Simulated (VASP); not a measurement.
Crystal: NiO.

```xyz
2
Lattice="0.0000 2.0859 2.0859 2.0859 0.0000 2.0859 2.0859 2.0859 0.0000" Properties=species:S:1:pos:R:3 pbc="T T T"
Ni    0.0000    0.0000    0.0000
O     2.0859    2.0859    2.0859
```

Program: VASP 6.6.1. Alike in all runs: task single point; spin collinear, ferromagnetic start; cell as given; k mesh 11 × 11 × 11; cutoff (eV) 520.

Problem. Order these runs on this cell by their band gap on the k mesh, lowest first.
A. level PBE; potentials or basis VASP PAW PBE potentials, release 64 (Ni, O); smearing gaussian 0.012 eV
B. level PBE+U; potentials or basis VASP PAW PBE potentials, release 64 (Ni, O); U Ni d U = 2.0 eV; smearing fermi-dirac 0.05 eV
C. level PBE+U; potentials or basis VASP PAW PBE potentials, release 64 (Ni, O); U Ni d U = 5.0 eV; smearing fermi-dirac 0.05 eV
D. level LDA+U; potentials or basis VASP PAW LDA potentials, release 64 (Ni, O); U Ni d U = 7.0 eV; smearing methfessel-paxton 0.01 eV
E. level PBEsol+U; potentials or basis VASP PAW PBE potentials, release 64 (Ni, O); U Ni d U = 8.0 eV; smearing fermi-dirac 0.05 eV

Solution. A (metal), B (0.35 eV), C (1.90 eV), D (2.22 eV), E (3.00 eV).

Caveats: a cell with one magnetic atom can't hold antiferromagnetic order, which such compounds often take; semilocal functionals often make such compounds metallic where correlation or magnetic order opens a gap, which also shifts bond lengths (some runs).

A k mesh can miss the band edges.
